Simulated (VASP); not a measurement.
Write the native input for VASP 6.6.1 that does the following.

```yaml
Task: single point
Functional: PBE
Potentials_or_basis: VASP PAW PBE potentials, release 64 (Ag)
Cutoff: 520 eV
k_mesh: 23 × 23 × 23
Occupations: fermi-dirac, width 0.0612256 eV
Spin: no spin polarisation
Dipole_correction: no
Further_INCAR_settings: ALGO = Normal; EDIFF = 1e-06; NBANDS = 12
```

The structure of Ag lies in POSCAR:

```
Ag
1.0
    0.0000000000      2.0458469607      2.0458469607
    2.0458469607      0.0000000000      2.0458469607
    2.0458469607      2.0458469607      0.0000000000
Ag
1
Direct
    0.0000000000      0.0000000000      0.0000000000
```

These files were run (other wordings do the same):

INCAR

```
SYSTEM = Ag
ALGO     = Normal         ! electronic algorithm
EDIFF    = 1E-6           ! SCF threshold, eV
ENCUT    = 520            ! plane-wave cutoff, eV
GGA      = PE             ! functional
ISIF     = 2              ! what is computed and relaxed
ISMEAR   = -1             ! smearing method
LASPH    = .TRUE.         ! aspherical terms in the spheres
LCHARG   = .TRUE.         ! write CHGCAR
LELF     = .TRUE.         ! ELF
LREAL    = .FALSE.        ! projectors in reciprocal space
LVHAR    = .TRUE.       
LWAVE    = .FALSE.        ! write WAVECAR
NBANDS   = 12             ! bands
NELM     = 60             ! most SCF steps
PREC     = Accurate       ! precision mode
SIGMA    = 0.06122561905347299 ! smearing width, eV
```

KPOINTS

```
k-points
0
G
  23 23 23
  0 0 0
```

Potentials or basis: VASP PAW PBE potentials, release 64 (Ag).

Launch:

```sh
$ cat potpaw_PBE.64/Ag/POTCAR > POTCAR
$ mpirun -np 1 vasp_std > vasp.out
```

It gave:

```
Pressure               : 4.1 GPa
Band gap on the k mesh : zero (an odd number of electrons rules out a gap without spin polarisation)
```

Caveat: the cell stands under pressure.

It took 66 s on 1 thread of Intel Xeon 8259CL, on a shared host, peak memory 0.2 GiB.
